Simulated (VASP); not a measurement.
# KTaO3 (R-3m) in VASP: further runs

The runs below take KTaO3 through electric field gradients, with LDA.

Program: VASP 6.6.1. These are calculated values, not measurements. Logs are shortened: lines on timing, memory, paths and dates and some standing lists are left out, and cuts for length are marked.

### Step 1. The cell of the first run

It takes space group R-3m (No. 166, trigonal). The conventional cell has a = 5.612 Å, b = 5.612 Å, c = 6.977 Å, α = 90.00°, β = 90.00°, γ = 120.00°. Within 3.7 Å of K (site symmetry -3m) lie 12 O at 2.81 to 2.83 Å and 8 Ta at 3.44 to 3.49 Å. Within 2.6 Å of Ta (site symmetry -3m) lie 6 O at 1.99 Å. O (site symmetry 2/m) has 2 Ta at 1.99 Å within 2.6 Å.

### Step 2. Electric field gradients, LDA (equal xy, yz and zx shear strains of +1 %)

INCAR reads:

```
SYSTEM = KTaO3
PREC = Accurate
ENCUT = 520
EDIFF = 1E-8
ISMEAR = -1
SIGMA = 0.01
LREAL = .False.
LASPH = .True.
NELM = 120
ALGO = Normal
ISIF = 2
LWAVE = .False.
LCHARG = .False.
LEFG = .True.
NBANDS = 27
GGA_COMPAT = .False.
```

KPOINTS reads:

```
Automatic mesh
0
Gamma
  5 5 5
  0 0 0
```

POSCAR reads:

```
KTaO3
1.0
    3.9883000000      0.0199415000      0.0199415000
    0.0199415000      3.9883000000      0.0199415000
    0.0199415000      0.0199415000      3.9883000000
K Ta O
1 1 3
Direct
    0.5000000000      0.5000000000      0.5000000000
    0.0000000000      0.0000000000      0.0000000000
    0.5000000000      0.0000000000      0.0000000000
    0.0000000000      0.5000000000      0.0000000000
    0.0000000000      0.0000000000      0.5000000000
```

Potentials or basis: VASP PAW LDA potentials, release 64 (K_sv, Ta_pv, O).

Run with:

```sh
$ cat potpaw_LDA.64/K_sv/POTCAR potpaw_LDA.64/Ta_pv/POTCAR potpaw_LDA.64/O/POTCAR > POTCAR
$ mpirun -np 1 vasp_std > vasp.out
```

OUTCAR:

```text
SYSTEM = KTaO3
   PREC = Accurate
   ENCUT = 520
   EDIFF = 1E-8
   ISMEAR = -1
   LREAL = .False.
   LASPH = .True.
   NELM = 120
   ISIF = 2

 ion  position               nearest neighbor table
   1  0.500  0.500  0.500-   3 2.81   4 2.81   3 2.81   5 2.81   4 2.81   5 2.81   3 2.83   3 2.83
                             4 2.83   5 2.83   4 2.83   5 2.83   2 3.44   2 3.44   2 3.44   2 3.44
   2  0.000  0.000  0.000-   3 1.99   4 1.99   5 1.99   5 1.99   4 1.99   3 1.99   1 3.44   1 3.44
                             1 3.44   1 3.44   1 3.44   1 3.44   1 3.49   1 3.49
   3  0.500  0.000  0.000-   2 1.99   2 1.99   1 2.81   1 2.81   1 2.83   1 2.83
   4  0.000  0.500  0.000-   2 1.99   2 1.99   1 2.81   1 2.81   1 2.83   1 2.83
   5  0.000  0.000  0.500-   2 1.99   2 1.99   1 2.81   1 2.81   1 2.83   1 2.83

  LATTYP: Found a trigonal (rhomboedric) cell.
 ALAT       =     3.9883997063
 COS(alpha) =     0.0100244988

  Lattice vectors:

 A1 = (   3.9883000000,   0.0199415000,   0.0199415000)
 A2 = (   0.0199415000,   3.9883000000,   0.0199415000)
 A3 = (   0.0199415000,   0.0199415000,   3.9883000000)

Analysis of symmetry for initial positions (statically):
=====================================================================
 Subroutine PRICEL returns:
 Original cell was already a primitive cell.

 Routine SETGRP: Setting up the symmetry group for a
 trigonal (rhombohedral) supercell.

 Subroutine GETGRP returns: Found 12 space group operations
 (whereof 12 operations were pure point group operations)
 out of a pool of 12 trial point group operations.

The static configuration has the point symmetry D_3d.

Analysis of symmetry for dynamics (positions and initial velocities):
=====================================================================
 Subroutine PRICEL returns:
 Original cell was already a primitive cell.

 Routine SETGRP: Setting up the symmetry group for a
 trigonal (rhombohedral) supercell.

 Subroutine GETGRP returns: Found 12 space group operations
 (whereof 12 operations were pure point group operations)
 out of a pool of 12 trial point group operations.

The dynamic configuration has the point symmetry D_3d.

 Subroutine INISYM returns: Found 12 space group operations
 (whereof 12 operations are pure point group operations),
 and found     1 'primitive' translations

----------------------------------------------------------------------------------------

                                     Primitive cell

  volume of cell :      63.4353

  direct lattice vectors                    reciprocal lattice vectors
     3.988300000  0.019941500  0.019941500     0.250745870 -0.001247492 -0.001247492
     0.019941500  3.988300000  0.019941500    -0.001247492  0.250745870 -0.001247492
     0.019941500  0.019941500  3.988300000    -0.001247492 -0.001247492  0.250745870

  length of vectors
     3.988399706  3.988399706  3.988399706     0.250752076  0.250752076  0.250752076

  position of ions in fractional coordinates (direct lattice)
     0.500000000  0.500000000  0.500000000
     0.000000000  0.000000000  0.000000000
     0.500000000  0.000000000  0.000000000
     0.000000000  0.500000000  0.000000000
     0.000000000  0.000000000  0.500000000

  ion indices of the primitive-cell ions
   primitive index   ion index
                 1           1
                 2           2
                 3           3
                 4           4
                 5           5

----------------------------------------------------------------------------------------

 KPOINTS: Automatic mesh

Automatic generation of k-mesh.
 Grid dimensions read from file:
 generate k-points for:    5    5    5

 Generating k-lattice:

  Cartesian coordinates                     Fractional coordinates (reciprocal lattice)
     0.050149174 -0.000249498 -0.000249498     0.200000000  0.000000000  0.000000000
    -0.000249498  0.050149174 -0.000249498     0.000000000  0.200000000  0.000000000
[... 45 lines left out ...]
   ICHARG =      2    charge: 1-file 2-atom 10-const
   ISPIN  =      1    spin polarized calculation?
   LNONCOLLINEAR =      F non collinear calculations
   LSORBIT =      F    spin-orbit coupling
   LASPH  =      T    aspherical Exc in radial PAW
   ENCUT  =  520.0 eV  38.22 Ry    6.18 a.u.   7.42  7.42  7.42*2*pi/ulx,y,z
   NELM   =    120;   NELMIN=  2; NELMDL= -5     # of ELM steps
   EDIFF  = 0.1E-07   stopping-criterion for ELM
   LREAL  =      F    real-space projection
   EDIFFG = 0.1E-06   stopping-criterion for IOM
   NSW    =      0    number of steps for IOM
   IBRION =     -1    ionic relax: 0-MD 1-quasi-New 2-CG
   NFREE  =      0    steps in history (QN), initial steepest desc. (CG)
   ISIF   =      2    stress and relaxation
   ISYM   =      2    0-nonsym 1-usesym 2-fastsym
   POTIM  = 0.5000    time-step for ionic-motion
   TEBEG  =    0.0;   TEEND  =   0.0 temperature during run
   PSTRESS=    0.0 pullay stress
   NELECT =      38.0000    total number of electrons
   NUPDOWN=      -1.0000    fix difference up-down
   EMIN   =  10.00;   EMAX   =-10.00  energy-range for DOS
   EFERMI =   0.00;   METHOD = LEGACY
   ISMEAR =    -1;   SIGMA  =   0.01  broadening in eV -4-tet -1-fermi 0-gaus
   EFERMI_NEDOS =   21; number of points for ismear=-14 and -15
   IALGO  =     38    algorithm
   IMIX   =      4    mixing-type and parameters
     AMIX     =   0.40;   BMIX     =  1.00
     AMIX_MAG =   1.60;   BMIX_MAG =  1.00
  volume/ion in A,a.u.               =      12.69        85.62
  Fermi-wavevector in a.u.,A,eV,Ry     =   1.380042  2.607902 25.912520  1.904516
  Thomas-Fermi vector in A             =   2.504956
   LORBIT       =      0    0 simple, 1 ext, 2 COOP (PROOUT), +10 PAW based schemes
   GGA     = CA    functional components
   LHFCALC =     F    Hartree Fock is set to
   AEXX    =    0.0000 exact exchange contribution
   IVDW    =     0    specifies the selected vdW correction
   LEPSILON=     F    determine dielectric tensor
   LRPA    =     F    only Hartree local field effects (RPA)
 non-spin polarized calculation
  energy-cutoff  :      520.00
  volume of cell :       63.44
 maximum number of plane-waves:      1743
 NGX is ok and might be reduce to    30
   NGX = 15   NGY = 15   NGZ = 15

 number of electron      37.9999975 magnetization

 Free energy of the ion-electron system (eV)
  ---------------------------------------------------
  ext. energy  EPLUGINS =         0.00000000
  ---------------------------------------------------
  free energy    TOTEN  =       -45.03068482 eV

  energy without entropy =      -45.03068482  energy(sigma->0) =      -45.03068482

 E-fermi :   1.7548     XC(G=0): -11.4299

 val. band max:        1.4138854533   @ k =  -0.4000   0.4000   0.4000
 cond. band min:       3.5258347887   @ k =   0.0000   0.0000   0.0000
 fundamental gap:      2.1119493354
 Fermi energy:         1.7547993792

 k-point     1 :       0.0000    0.0000    0.0000
  band No.  band energies     occupation
      1     -32.3977      2.00000
      2     -32.3977      2.00000
      3     -32.3860      2.00000
      4     -25.3497      2.00000
      5     -15.7331      2.00000
      6     -14.9931      2.00000
[... 559 lines left out ...]
     26      12.4966      0.00000
     27      13.1778      0.00000

------------------------ aborting loop because EDIFF is reached ----------------------------------------

  FORCE on cell =-STRESS in cart. coord.  units (eV):
  Direction    XX          YY          ZZ          XY          YZ          ZX
  --------------------------------------------------------------------------------------
  -------------------------------------------------------------------------------------
  Total       -1.7501083     -1.7501083     -1.7501083     -0.3912497     -0.3912497     -0.3912497
  in kB      -44.2022653    -44.2022653    -44.2022653     -9.8817434     -9.8817434     -9.8817434
  external PRESSURE =     -44.2022653 kB  Pullay stress =       0.0000000 kB

 VOLUME and BASIS-vectors are now :
 -----------------------------------------------------------------------------
  energy-cutoff  :      520.00
  volume of cell :       63.44
      direct lattice vectors                 reciprocal lattice vectors
     3.988300000  0.019941500  0.019941500     0.250745870 -0.001247492 -0.001247492
     0.019941500  3.988300000  0.019941500    -0.001247492  0.250745870 -0.001247492
     0.019941500  0.019941500  3.988300000    -0.001247492 -0.001247492  0.250745870

 POSITION                                       TOTAL-FORCE (eV/Angst)
 -----------------------------------------------------------------------------------
      2.01409      2.01409      2.01409         0.000000      0.000000      0.000000
      0.00000      0.00000      0.00000        -0.000000      0.000000     -0.000000
      1.99415      0.00997      0.00997        -0.000000     -0.000000     -0.000000
      0.00997      1.99415      0.00997        -0.000000      0.000000     -0.000000
      0.00997      0.00997      1.99415         0.000000     -0.000000     -0.000000
 -----------------------------------------------------------------------------------
    total drift:                                0.000000     -0.000000      0.000000

  FREE ENERGIE OF THE ION-ELECTRON SYSTEM (eV)
  ---------------------------------------------------
  free  energy   TOTEN  =       -45.0306848221 eV

  energy  without entropy=      -45.0306848221  energy(sigma->0) =      -45.03068482

 Electric field gradients (V/A^2)
---------------------------------------------------------------------
 ion       V_xx      V_yy      V_zz      V_xy      V_xz      V_yz
---------------------------------------------------------------------
   1       0.000     0.000     0.000     0.910     0.910     0.910
   2      -0.000    -0.000    -0.000   -11.557   -11.557   -11.557
   3      14.711    -7.356    -7.356     1.271     1.271    -0.470
   4      -7.356    14.711    -7.356     1.271    -0.470     1.271
   5      -7.356    -7.356    14.711    -0.470     1.271     1.271
---------------------------------------------------------------------

 Electric field gradients after diagonalization (V/A^2)
 (convention: |V_zz| > |V_xx| > |V_yy|)
----------------------------------------------------------------------
 ion       V_xx      V_yy      V_zz     asymmetry (V_yy - V_xx)/ V_zz
----------------------------------------------------------------------
   1      -0.910    -0.910     1.820       0.000
   2      11.557    11.557   -23.114       0.000
   3      -7.969    -6.885    14.854       0.073
   4      -7.969    -6.885    14.854       0.073
   5      -7.969    -6.885    14.854       0.073
----------------------------------------------------------------------

           NMR quadrupolar parameters

 Cq : quadrupolar parameter    Cq=e*Q*V_zz/h
 eta: asymmetry parameters     (V_yy - V_xx)/ V_zz
 Q  : nuclear electric quadrupole moment in mb (millibarn)
----------------------------------------------------------------------
 ion       Cq(MHz)       eta       Q (mb)
----------------------------------------------------------------------
   1       0.004       0.000       1.000
   2      -0.056       0.000       1.000
   3       0.036       0.073       1.000
   4       0.036       0.073       1.000
   5       0.036       0.073       1.000
----------------------------------------------------------------------
```

Run time: 29 s. Hardware: 1 thread of Intel Xeon Platinum 8259CL at 2.50GHz (Skylake/Cascade Lake), shared host; peak memory 0.17 GiB.

Results:

```
Free energy            : -45.0307 eV
Pressure               : -4.4 GPa
Band gap on the k mesh : 2.11 eV, indirect (least direct gap 2.60 eV)
```

Stress tensor (GPa, compression positive):
```
-4.42 -0.99 -0.99
-0.99 -4.42 -0.99
-0.99 -0.99 -4.42
```

Levels at points of the mesh, in eV from the valence-band top:
| k point | band 16 | band 17 | band 18 | band 19 | band 20 | band 21 | band 22 | band 23 |
| --- | --- | --- | --- | --- | --- | --- | --- | --- |
| (0.00, 0.00, 0.00) | -0.93 | -0.55 | -0.49 | -0.49 | 2.11 | 2.11 | 2.15 | 6.49 |

Electric field gradients, principal values (V/Å²):
```csv
atom,least,middle,greatest (by size)
1 K,-0.910,-0.910,1.820
2 Ta,11.557,11.557,-23.114
3 O,-6.885,-7.969,14.854
4 O,-6.885,-7.969,14.854
5 O,-6.885,-7.969,14.854
```

Caveat: the cell differs from its parent crystal (equal xy, yz and zx shear strains of +1 %); without QUAD_EFG the Cq values of the log hold for a quadrupole moment of 1 mb, not for the nuclei; spin-orbit coupling is left out, which moves the levels of the heavy elements.

### Step 3. Electric field gradients, LDA (equal xy, yz and zx shear strains of +3 %)

INCAR reads:

```
SYSTEM = KTaO3
  PREC = Accurate
  ENCUT = 520
  EDIFF = 1E-8
  ISMEAR = -1
  SIGMA = 0.01
  LREAL = .False.
  LASPH = .True.
  NELM = 120
  ALGO = Normal
  ISIF = 2
  LWAVE = .False.
  LCHARG = .False.
  GGA = CA
  LEFG = .True.
  NBANDS = 27
  GGA_COMPAT = .False.
```

KPOINTS reads:

```
regular mesh
0
Gamma
  5 5 5
  0 0 0
```

POSCAR: that of step 2 with these lines changed.

```diff
@@ -2,5 +2,5 @@
 1.0
-    3.9883000000      0.0199415000      0.0199415000
-    0.0199415000      3.9883000000      0.0199415000
-    0.0199415000      0.0199415000      3.9883000000
+    3.9883000000      0.0598245000      0.0598245000
+    0.0598245000      3.9883000000      0.0598245000
+    0.0598245000      0.0598245000      3.9883000000
 K Ta O
```

Potentials or basis: VASP PAW LDA potentials, release 64 (K_sv, Ta_pv, O).

Run with:

```sh
$ cat potpaw_LDA.64/K_sv/POTCAR potpaw_LDA.64/Ta_pv/POTCAR potpaw_LDA.64/O/POTCAR > POTCAR
$ mpirun -np 1 vasp_std > vasp.out
```

OUTCAR:

```text
SYSTEM = KTaO3
   PREC = Accurate
   ENCUT = 520
   EDIFF = 1E-8
   ISMEAR = -1
   LREAL = .False.
   LASPH = .True.
   NELM = 120
   ISIF = 2
   GGA = CA

 ion  position               nearest neighbor table
   1  0.500  0.500  0.500-   3 2.78   4 2.78   3 2.78   5 2.78   4 2.78   5 2.78   3 2.86   3 2.86
                             4 2.86   5 2.86   4 2.86   5 2.86   2 3.42   2 3.42   2 3.42   2 3.42
   2  0.000  0.000  0.000-   3 1.99   4 1.99   5 1.99   5 1.99   4 1.99   3 1.99   1 3.42   1 3.42
                             1 3.42   1 3.42   1 3.42   1 3.42   1 3.56   1 3.56
   3  0.500  0.000  0.000-   2 1.99   2 1.99   1 2.78   1 2.78   1 2.86   1 2.86
   4  0.000  0.500  0.000-   2 1.99   2 1.99   1 2.78   1 2.78   1 2.86   1 2.86
   5  0.000  0.000  0.500-   2 1.99   2 1.99   1 2.78   1 2.78   1 2.86   1 2.86

  LATTYP: Found a trigonal (rhomboedric) cell.
 ALAT       =     3.9891972666
 COS(alpha) =     0.0302114049

  Lattice vectors:

 A1 = (   3.9883000000,   0.0598245000,   0.0598245000)
 A2 = (   0.0598245000,   3.9883000000,   0.0598245000)
 A3 = (   0.0598245000,   0.0598245000,   3.9883000000)

[... 776 lines left out ...]
      0.02991      0.02991      1.99415        -0.000000     -0.000000      0.000000
 -----------------------------------------------------------------------------------
    total drift:                                0.000000     -0.000000      0.000000

  FREE ENERGIE OF THE ION-ELECTRON SYSTEM (eV)
  ---------------------------------------------------
  free  energy   TOTEN  =       -44.9853155805 eV

  energy  without entropy=      -44.9853155805  energy(sigma->0) =      -44.98531558

 Electric field gradients (V/A^2)
---------------------------------------------------------------------
 ion       V_xx      V_yy      V_zz      V_xy      V_xz      V_yz
---------------------------------------------------------------------
   1       0.000    -0.000     0.000     3.009     3.009     3.009
   2      -0.000    -0.000     0.000   -34.526   -34.526   -34.526
   3      14.753    -7.377    -7.377     3.860     3.860    -1.297
   4      -7.377    14.753    -7.377     3.860    -1.297     3.860
   5      -7.377    -7.377    14.753    -1.297     3.860     3.860
---------------------------------------------------------------------

 Electric field gradients after diagonalization (V/A^2)
 (convention: |V_zz| > |V_xx| > |V_yy|)
----------------------------------------------------------------------
 ion       V_xx      V_yy      V_zz     asymmetry (V_yy - V_xx)/ V_zz
----------------------------------------------------------------------
   1      -3.009    -3.009     6.018       0.000
   2      34.526    34.526   -69.051       0.000
   3      -9.883    -6.080    15.963       0.238
   4      -9.883    -6.080    15.963       0.238
   5      -9.883    -6.080    15.963       0.238
----------------------------------------------------------------------

           NMR quadrupolar parameters

 Cq : quadrupolar parameter    Cq=e*Q*V_zz/h
 eta: asymmetry parameters     (V_yy - V_xx)/ V_zz
 Q  : nuclear electric quadrupole moment in mb (millibarn)
----------------------------------------------------------------------
 ion       Cq(MHz)       eta       Q (mb)
----------------------------------------------------------------------
   1       0.015       0.000       1.000
   2      -0.167       0.000       1.000
   3       0.039       0.238       1.000
   4       0.039       0.238       1.000
   5       0.039       0.238       1.000
----------------------------------------------------------------------
```

stdout:

```text
POSCAR found type information on POSCAR K TaO
 POSCAR found :  3 types and       5 ions
 scaLAPACK will be used
 LDA part: xc-table for (Slater(with rela. corr.)+CA(PZ))
 , standard interpolation
 POSCAR, INCAR and KPOINTS ok, starting setup
 FFT: planning ... GRIDC
 FFT: planning ... GRID_SOFT
 FFT: planning ... GRID
 WAVECAR not read
 entering main loop
ion   1

ion   2

ion   3
     0.0000293    -1.0850700     0.3561800    -0.2242310    -1.0850700     0.3883795
     0.0000403    -1.0850700     0.3561800    -0.2242310    -1.0850700     0.3883795
     0.0000555    -1.0850699     0.3561800    -0.2242310    -1.0850699     0.3883796
     0.0000765    -1.0850699     0.3561799    -0.2242311    -1.0850699     0.3883796

     0.0000293    -3.4712886     1.1285618     3.1166926    -3.4712886    -5.3982699
     0.0000403    -3.4712880     1.1285616     3.1166918    -3.4712880    -5.3982685
     0.0000555    -3.4712869     1.1285612     3.1166903    -3.4712869    -5.3982660
     0.0000765    -3.4712852     1.1285607     3.1166879    -3.4712852    -5.3982618

ion   4
     0.0000293    -1.0850700    -1.0850700    -0.2242310     0.3561800    -0.3883795
     0.0000403    -1.0850700    -1.0850700    -0.2242310     0.3561800    -0.3883795
     0.0000555    -1.0850699    -1.0850699    -0.2242310     0.3561800    -0.3883796
     0.0000765    -1.0850699    -1.0850699    -0.2242311     0.3561799    -0.3883796

     0.0000293    -3.4712886    -3.4712886     3.1166926     1.1285618     5.3982699
     0.0000403    -3.4712880    -3.4712880     3.1166918     1.1285616     5.3982685
     0.0000555    -3.4712869    -3.4712869     3.1166903     1.1285612     5.3982660
     0.0000765    -3.4712852    -3.4712852     3.1166879     1.1285607     5.3982618

ion   5
```

Wall time 28 s (1 thread of Intel Xeon Platinum 8259CL at 2.50GHz (Skylake/Cascade Lake), shared host); peak memory 0.17 GiB.

Results:

* Free energy: -44.9853 eV
* Pressure: -4.3 GPa
* Band gap on the k mesh: 2.05 eV, indirect (least direct gap 2.50 eV)

Levels at points of the mesh, in eV from the valence-band top:
| k point | band 17 | band 18 | band 19 | band 20 | band 21 | band 22 |
| --- | --- | --- | --- | --- | --- | --- |
| (0.00, 0.00, 0.00) | -0.65 | -0.44 | -0.44 | 2.05 | 2.05 | 2.18 |

Electric field gradients, principal values (V/Å²):
```csv
atom,least,middle,greatest (by size)
1 K,-3.009,-3.009,6.018
2 Ta,34.526,34.526,-69.051
3 O,-6.080,-9.883,15.963
4 O,-6.080,-9.883,15.963
5 O,-6.080,-9.883,15.963
```

Caveat: the cell differs from its parent crystal (equal xy, yz and zx shear strains of +3 %); without QUAD_EFG the Cq values of the log hold for a quadrupole moment of 1 mb, not for the nuclei; spin-orbit coupling is left out, which moves the levels of the heavy elements. A k mesh can miss the band edges.
